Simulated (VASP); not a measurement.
A run of VASP 6.6.1 is set up as follows.

File INCAR:

```
PREC = Accurate
ENCUT = 500
EDIFF = 1E-6
ISMEAR = 0
SIGMA = 0.2
LREAL = F
LASPH = T
NELM = 200
ALGO = Normal
ISIF = 2
LWAVE = F
LCHARG = T
GGA = PE
LELF = T
LVHAR = T
NBANDS = 36
GGA_COMPAT = F
LMAXMIX = 6
```

File KPOINTS:

```
Automatic mesh
0
Gamma
  4 4 4
```

The input POSCAR:

```
PrHRh3
1.0
    5.7419061316      0.0000000000      0.0000000000
   -2.8709530658      4.9726365761      0.0000000000
    0.0000000000      0.0000000000      2.8173679437
Pr H Rh
1 1 3
Direct
    0.6666666667      0.3333333333      0.5000000000
    0.3333333333      0.6666666667      0.5000000000
    0.1533672799      0.8466327201      0.5000000000
    0.1533672799      0.3067345598      0.5000000000
    0.6932654402      0.8466327201      0.5000000000
```

Potentials or basis: VASP PAW PBE potentials, release 64 (Pr_3, H, Rh_pv), 4f in core.

The run is started by

```bash
$ cat potpaw_PBE.64/Pr_3/POTCAR potpaw_PBE.64/H/POTCAR potpaw_PBE.64/Rh_pv/POTCAR > POTCAR
$ mpirun -np 1 vasp_std > vasp.out
```

Q: What does it give for the band gap on the k mesh?

A: Zero (an odd number of electrons rules out a gap without spin polarisation).

Q: Predict the pressure.

A: -0.1 GPa.

Q: Estimate the largest force.

A: 0.004 eV/Å.

Forces in eV/Å, atoms in the order of the input:
```
Pr   0.000  0.000  0.000
H    0.000  0.000  0.000
Rh   0.003 -0.002  0.000
Rh   0.000  0.004  0.000
Rh  -0.003 -0.002  0.000
```

Caveat: the k points lie up to 0.56 Å⁻¹ apart, too coarse for converged energies and pressures of a metal; spin-orbit coupling is left out, which moves the levels of the heavy elements; the 4f electrons are frozen in the core, so they carry no moment and show no levels. Spin polarisation is off, so any magnetic state and its effect on volume and gap are missing.
